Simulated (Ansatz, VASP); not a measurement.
## MgZn2TeSe2: VASP beside Ansatz

```xyz
6
Lattice="4.1353 0.0000 0.0000 -2.0676 3.5813 0.0000 0.0000 0.0000 10.5892" Properties=species:S:1:pos:R:3 pbc="T T T"
Mg    0.0000    2.3875    5.2946
Zn    0.0000    0.0000    1.4893
Zn    0.0000    0.0000    9.1000
Te    2.0676    1.1938    0.0000
Se    0.0000    0.0000    6.7926
Se    0.0000    0.0000    3.7966
```

Alike in both runs: functional PBE; k mesh 12 × 12 × 4; occupations gaussian, width 0.1 eV; no spin polarisation.

Ansatz relaxed the structure, and its values are those at the end. VASP's run is a single point on that final structure, the one shown.

|  | VASP | Ansatz |
| --- | --- | --- |
| version | VASP 6.6.1 | Ansatz 0.2.0 |
| potentials or method | VASP PAW PBE potentials, release 64 (Mg, Zn, Te, Se), cutoff 520 eV | scalar-relativistic, plane waves, PAW |
| valence electrons in the cell | 44 | 82 |

```tsv
	VASP	Ansatz	Ansatz less VASP
gap on the k mesh at the Fermi level (eV)	none	none	-
pressure (GPa)	0.0	0.0	-0.06
rms of the force components (eV/Å)	0.017	0.001	-0.0161
```

A gap of «none» marks a metal or a gap that the smearing closes. VASP's potentials hold 44 valence electrons a cell and Ansatz's 82, so a difference there can come from the potentials and not from the codes.

Neither program's run includes spin-orbit coupling.
